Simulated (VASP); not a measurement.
The system is NbSnSe4.

```
CELL_PARAMETERS angstrom
6.08591 0.00000 0.00000
-3.04295 5.27055 0.00000
0.00000 0.00000 4.71723
ATOMIC_POSITIONS crystal
Nb 0.00000 0.00000 0.00000
Sn 0.33333 0.66667 0.00000
Se 0.66667 0.33333 0.00000
Se 0.99646 0.49823 0.50000
Se 0.50177 0.49823 0.50000
Se 0.50177 0.00354 0.50000
```

The cell was built from a structure type or drawn by symmetry, and may not be a known phase.

```yaml
Program: VASP 6.6.1
Task: relaxation of cell and atoms
Functional: PBE
Potentials_or_basis: VASP PAW PBE potentials, release 64 (Nb_sv, Sn_d, Se)
Cutoff: 500 eV
k_mesh: 2 × 2 × 3
Occupations: gaussian, width 0.15 eV
Spin: no spin polarisation
```

At the start: pressure -3.9 GPa; volume 25.22 Å³/atom.

Problem. How do energy, volume and symmetry change on relaxing?

Solution. Over 9 steps the energy falls by 345.7 meV/atom and the volume is 22.73 Å³/atom (-9.9 %); space group P-6m2 (No. 187, to 0.1 Å) before and after.

The path:
```tsv
step	energy change (eV)	largest force (eV/Å)	pressure (GPa)	volume (Å³)
1	0.0000	0.3710	-3.90	151.31
2	-1.4470	0.2933	-0.88	137.54
3	-1.8220	0.8711	3.67	129.41
4	-1.8213	1.0170	5.08	127.62
5	-1.9764	0.0550	1.41	135.88
6	-2.0326	0.3074	2.24	133.00
7	-2.0574	0.0113	-1.35	138.85
8	-2.0734	0.1009	-0.06	136.52
9	-2.0742	0.0010	0.02	136.39
```

Final structure:
```yaml
crystal:
  lattice:
    - [5.38964, 0.00000, 0.00000]
    - [-2.69482, 4.66756, 0.00000]
    - [0.00000, 0.00000, 5.42169]
  atoms:
    - { symbol: Nb, position: [0.00000, 0.00000, 0.00000] }
    - { symbol: Sn, position: [0.33333, 0.66667, 0.00000] }
    - { symbol: Se, position: [0.66667, 0.33333, 0.00000] }
    - { symbol: Se, position: [0.99973, 0.49987, 0.50000] }
    - { symbol: Se, position: [0.50013, 0.49987, 0.50000] }
    - { symbol: Se, position: [0.50013, 0.00027, 0.50000] }
```

Caveat: the k points lie up to 0.67 Å⁻¹ apart in the final cell, too coarse for converged energies and pressures of a metal.
